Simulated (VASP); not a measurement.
# Sn2F (P6/mmm) in VASP: further runs

Sn2F is run at these levels: PBE; tasks: single point, relaxation of cell and atoms.

All numbers are computed with VASP 6.6.1; they aren't measurements. Logs are shortened: lines on timing, memory, paths and dates and some standing lists are left out, and cuts for length are marked.

### 1 The cell of the first run

Symmetry: P6/mmm, No. 191, hexagonal system. The conventional cell has a = 5.001 Å, b = 5.001 Å, c = 3.168 Å, α = 90.00°, β = 90.00°, γ = 120.00°. Within 3.8 Å of Sn (site symmetry -6m2) lie 5 Sn at 2.89 to 3.17 Å and 3 F at 2.89 Å. F (site symmetry 6/mmm) has 6 Sn at 2.89 Å and 2 F at 3.17 Å within 3.8 Å.

The cell was generated, and may not be a known phase.

### 2 Single point, PBE

Contents of INCAR:

```
SYSTEM = Sn2F
ALGO = Fast
EDIFF = 1E-6
ENCUT = 520
GGA = PE
ISIF = 2
ISMEAR = 0
LASPH = .True.
LCHARG = .False.
LREAL = .False.
LWAVE = .False.
NBANDS = 24
NELM = 80
PREC = Accurate
SIGMA = 0.1
```

Contents of KPOINTS:

```
k-points
0
Gamma
  6 6 6
  0 0 0
```

Contents of POSCAR:

```
Sn2F
1.0
    5.0007629214      0.0000000000      0.0000000000
   -2.5003814607      4.3307877282      0.0000000000
    0.0000000000      0.0000000000      3.1679443423
Sn F
2 1
Direct
    0.3333333333      0.6666666667      0.0000000000
    0.6666666667      0.3333333333      0.0000000000
    0.0000000000      0.0000000000      0.0000000000
```

Potentials or basis: VASP PAW PBE potentials, release 64 (Sn_d, F).

Started as:

```sh
> cat potpaw_PBE.64/Sn_d/POTCAR potpaw_PBE.64/F/POTCAR > POTCAR
> mpirun -np 1 vasp_std > vasp.out
```

OUTCAR:

```text
SYSTEM = Sn2F
   EDIFF = 1E-6
   ENCUT = 520
   GGA = PE
   ISIF = 2
   ISMEAR = 0
   LASPH = .True.
   LREAL = .False.
   NELM = 80
   PREC = Accurate

 ion  position               nearest neighbor table
   1  0.333  0.667  0.000-   2 2.89   2 2.89   2 2.89
   2  0.667  0.333  0.000-   1 2.89   1 2.89   1 2.89
   3  0.000  0.000  0.000-

  LATTYP: Found a hexagonal cell.
 ALAT       =     5.0007629214
 C/A-ratio  =     0.6334922075

  Lattice vectors:

 A1 = (   5.0007629214,   0.0000000000,   0.0000000000)
 A2 = (  -2.5003814607,   4.3307877282,   0.0000000000)
 A3 = (   0.0000000000,   0.0000000000,   3.1679443423)

Analysis of symmetry for initial positions (statically):
=====================================================================
 Subroutine PRICEL returns:
 Original cell was already a primitive cell.

 Routine SETGRP: Setting up the symmetry group for a
 hexagonal supercell.

 Subroutine GETGRP returns: Found 24 space group operations
 (whereof 24 operations were pure point group operations)
 out of a pool of 24 trial point group operations.

The static configuration has the point symmetry D_6h.

Analysis of symmetry for dynamics (positions and initial velocities):
=====================================================================
 Subroutine PRICEL returns:
 Original cell was already a primitive cell.

 Routine SETGRP: Setting up the symmetry group for a
 hexagonal supercell.

 Subroutine GETGRP returns: Found 24 space group operations
 (whereof 24 operations were pure point group operations)
 out of a pool of 24 trial point group operations.

The dynamic configuration has the point symmetry D_6h.

 Subroutine INISYM returns: Found 24 space group operations
 (whereof 24 operations are pure point group operations),
 and found     1 'primitive' translations

----------------------------------------------------------------------------------------

                                     Primitive cell

  volume of cell :      68.6089

  direct lattice vectors                    reciprocal lattice vectors
     5.000762921  0.000000000  0.000000000     0.199969488  0.115452438  0.000000000
    -2.500381461  4.330787728  0.000000000     0.000000000  0.230904875  0.000000000
     0.000000000  0.000000000  3.167944342     0.000000000  0.000000000  0.315662111

  length of vectors
     5.000762921  5.000762921  3.167944342     0.230904875  0.230904875  0.315662111

  position of ions in fractional coordinates (direct lattice)
     0.333333333  0.666666667  0.000000000
     0.666666667  0.333333333  0.000000000
     0.000000000  0.000000000  0.000000000

  ion indices of the primitive-cell ions
   primitive index   ion index
                 1           1
                 2           2
                 3           3

----------------------------------------------------------------------------------------

 KPOINTS: k-points

Automatic generation of k-mesh.
 Grid dimensions read from file:
 generate k-points for:    6    6    6

 Generating k-lattice:

  Cartesian coordinates                     Fractional coordinates (reciprocal lattice)
     0.033328248  0.019242073  0.000000000     0.166666667  0.000000000  0.000000000
     0.000000000  0.038484146  0.000000000     0.000000000  0.166666667  0.000000000
     0.000000000  0.000000000  0.052610352     0.000000000  0.000000000  0.166666667

  Length of vectors
     0.038484146  0.038484146  0.052610352

  Shift w.r.t. Gamma in fractional coordinates (k-lattice)
     0.000000000  0.000000000  0.000000000

 Subroutine IBZKPT returns following result:
 ===========================================

 Found     28 irreducible k-points:

 Following reciprocal coordinates:
            Coordinates               Weight
  0.000000  0.000000  0.000000      1.000000
  0.166667  0.000000  0.000000      6.000000
  0.333333  0.000000  0.000000      6.000000
  0.500000  0.000000  0.000000      3.000000
  0.166667  0.166667  0.000000      6.000000
  0.333333  0.166667  0.000000     12.000000
[... 16 lines left out ...]
  0.166667  0.000000  0.500000      6.000000
  0.333333  0.000000  0.500000      6.000000
 [... further k-points ...]
   k-points           NKPTS =     28   k-points in BZ     NKDIM =     28   number of bands    NBANDS=     24
   number of dos      NEDOS =    301   number of ions     NIONS =      3
   total plane-waves  NPLWV =  38400
   dimension x,y,z NGX =    40 NGY =   40 NGZ =   24
   dimension x,y,z NGXF=    80 NGYF=   80 NGZF=   48
   ions per type =               2   1
   NGX,Y,Z   is equivalent  to a cutoff of  13.30, 13.30, 12.59 a.u.
   NGXF,Y,Z  is equivalent  to a cutoff of  26.60, 26.60, 25.19 a.u.
 SYSTEM =  Sn2F
   PREC   = accura    normal or accurate (medium, high low for compatibility)
   ISTART =      0    job   : 0-new  1-cont  2-samecut
   ICHARG =      2    charge: 1-file 2-atom 10-const
   ISPIN  =      1    spin polarized calculation?
   LNONCOLLINEAR =      F non collinear calculations
   LSORBIT =      F    spin-orbit coupling
   LASPH  =      T    aspherical Exc in radial PAW
   ENCUT  =  520.0 eV  38.22 Ry    6.18 a.u.   9.30  9.30  5.89*2*pi/ulx,y,z
   NELM   =     80;   NELMIN=  2; NELMDL= -5     # of ELM steps
   EDIFF  = 0.1E-05   stopping-criterion for ELM
   LREAL  =      F    real-space projection
[... 7 lines left out ...]
   TEBEG  =    0.0;   TEEND  =   0.0 temperature during run
   PSTRESS=    0.0 pullay stress
   NELECT =      35.0000    total number of electrons
   NUPDOWN=      -1.0000    fix difference up-down
   EMIN   =  10.00;   EMAX   =-10.00  energy-range for DOS
   EFERMI =   0.00;   METHOD = LEGACY
   ISMEAR =     0;   SIGMA  =   0.10  broadening in eV -4-tet -1-fermi 0-gaus
   EFERMI_NEDOS =   21; number of points for ismear=-14 and -15
   IALGO  =     68    algorithm
   IMIX   =      4    mixing-type and parameters
     AMIX     =   0.40;   BMIX     =  1.00
     AMIX_MAG =   1.60;   BMIX_MAG =  1.00
  volume/ion in A,a.u.               =      22.87       154.33
  Fermi-wavevector in a.u.,A,eV,Ry     =   1.308089  2.471930 23.280884  1.711097
  Thomas-Fermi vector in A             =   2.438779
   LORBIT       =      0    0 simple, 1 ext, 2 COOP (PROOUT), +10 PAW based schemes
   GGA     = PE    functional components
   LHFCALC =     F    Hartree Fock is set to
   AEXX    =    0.0000 exact exchange contribution
   IVDW    =     0    specifies the selected vdW correction
   LEPSILON=     F    determine dielectric tensor
   LRPA    =     F    only Hartree local field effects (RPA)
 non-spin polarized calculation
 RMM-DIIS sequential band-by-band and
 Gauss-broadening in eV      SIGMA  =   0.10
  energy-cutoff  :      520.00
  volume of cell :       68.61
 maximum number of plane-waves:      1866
 NGX is ok and might be reduce to    40
   NGX = 19   NGY = 19   NGZ = 11

 number of electron      35.0000000 magnetization

 Free energy of the ion-electron system (eV)
  ---------------------------------------------------
  ext. energy  EPLUGINS =         0.00000000
  ---------------------------------------------------
  free energy    TOTEN  =       -11.59985571 eV

  energy without entropy =      -11.59078592  energy(sigma->0) =      -11.59532081

 E-fermi :   5.4962     XC(G=0):  -9.7813

 val. band max:        5.4802329733   @ k =   0.3333   0.3333   0.3333
 cond. band min:       5.5654420053   @ k =   0.3333   0.1667   0.5000
 fundamental gap:      0.0852090320
 Fermi energy:         5.4962008649

 k-point     1 :       0.0000    0.0000    0.0000
  band No.  band energies     occupation
      1     -16.1685      2.00000
      2     -15.9000      2.00000
      3     -15.9000      2.00000
      4     -15.8345      2.00000
      5     -15.8294      2.00000
      6     -15.8021      2.00000
[... 16 lines left out ...]
     23      15.3120      0.00000
     24      15.6089      0.00000

 k-point     2 :       0.1667    0.0000    0.0000
  band No.  band energies     occupation
      1     -16.1432      2.00000
      2     -15.9593      2.00000
      3     -15.9310      2.00000
      4     -15.8840      2.00000
      5     -15.8049      2.00000
      6     -15.8046      2.00000
[... 16 lines left out ...]
     23      15.0104      0.00000
     24      16.0048      0.00000

 k-point     3 :       0.3333    0.0000    0.0000
  band No.  band energies     occupation
      1     -16.1118      2.00000
      2     -16.0319      2.00000
      3     -15.9748      2.00000
      4     -15.9242      2.00000
      5     -15.8092      2.00000
      6     -15.7820      2.00000
[... 16 lines left out ...]
     23      14.6634      0.00000
     24      16.4918      0.00000

 k-point     4 :       0.5000    0.0000    0.0000
  band No.  band energies     occupation
      1     -16.1330      2.00000
      2     -16.0068      2.00000
      3     -15.9923      2.00000
      4     -15.9563      2.00000
      5     -15.8115      2.00000
      6     -15.7722      2.00000
[... 16 lines left out ...]
     23      14.0410      0.00000
     24      15.4993      0.00000

 k-point     5 :       0.1667    0.1667    0.0000
  band No.  band energies     occupation
      1     -16.1201      2.00000
      2     -16.0289      2.00000
      3     -15.9677      2.00000
      4     -15.8688      2.00000
      5     -15.8090      2.00000
      6     -15.8035      2.00000
[... 16 lines left out ...]
     23      14.5744      0.00000
     24      16.3248      0.00000

 k-point     6 :       0.3333    0.1667    0.0000
  band No.  band energies     occupation
      1     -16.1579      2.00000
      2     -16.0155      2.00000
      3     -15.9922      2.00000
      4     -15.8785      2.00000
      5     -15.8135      2.00000
      6     -15.7670      2.00000
[... 16 lines left out ...]
     23      13.7861      0.00000
     24      15.6037      0.00000
[... 379 lines left out ...]
 k-point    21 :       0.3333    0.3333    0.3333
  band No.  band energies     occupation
      1     -16.1588      2.00000
      2     -15.9059      2.00000
      3     -15.9059      2.00000
      4     -15.8927      2.00000
      5     -15.8063      2.00000
      6     -15.8063      2.00000
[... 16 lines left out ...]
     23      14.6742      0.00000
     24      15.1362      0.00000

 k-point    22 :       0.0000    0.0000    0.5000
  band No.  band energies     occupation
      1     -16.0342      2.00000
      2     -15.8978      2.00000
      3     -15.8978      2.00000
      4     -15.8901      2.00000
      5     -15.8901      2.00000
      6     -15.7532      2.00000
[... 16 lines left out ...]
     23      12.0101      0.00000
     24      12.0101      0.00000

 k-point    23 :       0.1667    0.0000    0.5000
  band No.  band energies     occupation
      1     -16.0162      2.00000
      2     -15.9203      2.00000
      3     -15.9100      2.00000
      4     -15.9011      2.00000
      5     -15.8912      2.00000
      6     -15.7795      2.00000
[... 16 lines left out ...]
     23      11.7853      0.00000
     24      12.2782      0.00000

 k-point    24 :       0.3333    0.0000    0.5000
  band No.  band energies     occupation
      1     -16.0498      2.00000
      2     -15.9633      2.00000
      3     -15.9074      2.00000
      4     -15.8760      2.00000
      5     -15.8749      2.00000
      6     -15.8037      2.00000
[... 16 lines left out ...]
     23      12.2367      0.00000
     24      12.9518      0.00000

 [... further k-points ...]
[... 5 lines left out ...]
  --------------------------------------------------------------------------------------
  -------------------------------------------------------------------------------------
  Total       -0.0783490     -0.0783490     -0.0124815      0.0000000     -0.0000000      0.0000000
  in kB       -1.8296310     -1.8296310     -0.2914726      0.0000000     -0.0000000      0.0000000
  external PRESSURE =      -1.3169115 kB  Pullay stress =       0.0000000 kB

 VOLUME and BASIS-vectors are now :
 -----------------------------------------------------------------------------
  energy-cutoff  :      520.00
  volume of cell :       68.61
      direct lattice vectors                 reciprocal lattice vectors
     5.000762921  0.000000000  0.000000000     0.199969488  0.115452438  0.000000000
    -2.500381461  4.330787728  0.000000000     0.000000000  0.230904875  0.000000000
     0.000000000  0.000000000  3.167944342     0.000000000  0.000000000  0.315662111

 POSITION                                       TOTAL-FORCE (eV/Angst)
 -----------------------------------------------------------------------------------
     -0.00000      2.88719      0.00000        -0.000000      0.000000      0.000000
      2.50038      1.44360      0.00000         0.000000      0.000000     -0.000000
      0.00000      0.00000      0.00000         0.000000      0.000000      0.000000
 -----------------------------------------------------------------------------------
    total drift:                                0.000000     -0.000000      0.000000

  FREE ENERGIE OF THE ION-ELECTRON SYSTEM (eV)
  ---------------------------------------------------
  free  energy   TOTEN  =       -11.5998557085 eV

  energy  without entropy=      -11.5907859198  energy(sigma->0) =      -11.59532081
```

It took 77 s on 1 thread of Oxide Virtual Turin-like, shared host; peak memory 0.17 GiB.

Results:

```yaml
Free_energy: -11.5999 eV
Pressure: -0.1 GPa
Band_gap_on_the_k_mesh: zero (an odd number of electrons rules out a gap without spin polarisation)
```

Caveat: spin-orbit coupling is left out, which moves the levels of the heavy elements.

(Continued in part 2 of 2.)

The gap in the log of VASP goes by the Fermi energy; the results here count the filled bands.